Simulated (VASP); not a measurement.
**Si2W: electric field gradients with PBE**

Si2W:

```
Si W
1.0
    -1.60600    1.60600    3.82180
     1.60600   -1.60600    3.82180
     1.60600    1.60600   -3.82180
Si W
2 1
Direct
  0.33300 0.33300 0.00000
  0.66700 0.66700 0.00000
  0.00000 0.00000 0.00000
```

This cell differs from its parent crystal: zz strain of -3 %.

```
Program                : VASP 6.6.1
Task                   : electric field gradients
Functional             : PBE
Potentials or basis    : VASP PAW PBE potentials, release 64 (Si, W_sv)
Cutoff                 : 520 eV
k mesh                 : 11 × 11 × 14
Occupations            : fermi-dirac, width 0.05 eV
Spin                   : no spin polarisation
Dipole correction      : no
Further INCAR settings : ALGO = Normal; EDIFF = 1e-08; NBANDS = 18; ISYM = 0
```

- Pressure: 10.1 GPa
- Largest force: 0.188 eV/Å
- Band gap on the k mesh: zero (bands 11 and 12 overlap by 1.10 eV)
- Largest electric field gradient by atom: Si -15.7; W -209.3 V/Å²

Forces on the atoms (eV/Å):
```
Si  -0.001 -0.001  0.188
Si   0.001  0.001 -0.188
W    0.000  0.000  0.000
```

Stress tensor (GPa, compression positive):
```
 5.94  0.07  0.01
 0.07  5.94  0.01
 0.01  0.01 18.53
```

Levels at points of the mesh, in eV from the Fermi level:
```
           k point  band 8  band 9  band 10  band 11  band 12  band 13  band 14  band 15
(0.00, 0.00, 0.00)   -3.34   -3.05    -3.05     0.55     2.74     2.79     3.08     3.08
(0.00, 0.00, 0.50)   -5.52   -5.18    -3.16    -1.71     3.00     3.10     3.19     4.28
```

Electric field gradients, principal values (V/Å²):
```csv
atom,least,middle,greatest (by size)
1 Si,7.784,7.928,-15.712
2 Si,7.784,7.928,-15.712
3 W,104.589,104.734,-209.323
```

Wall time 14 min on 1 thread of Intel(R) Xeon(R) Platinum 8259CL CPU @ 2.50GHz (Skylake/Cascade Lake) (shared host), peak memory 0.66 GiB.

Caveat: the cell differs from its parent crystal (zz strain of -3 %); the stress differs along the axes, from 6 to 19 GPa; without QUAD_EFG the Cq values of the log hold for a quadrupole moment of 1 mb, not for the nuclei; spin-orbit coupling is left out, which moves the levels of the heavy elements.
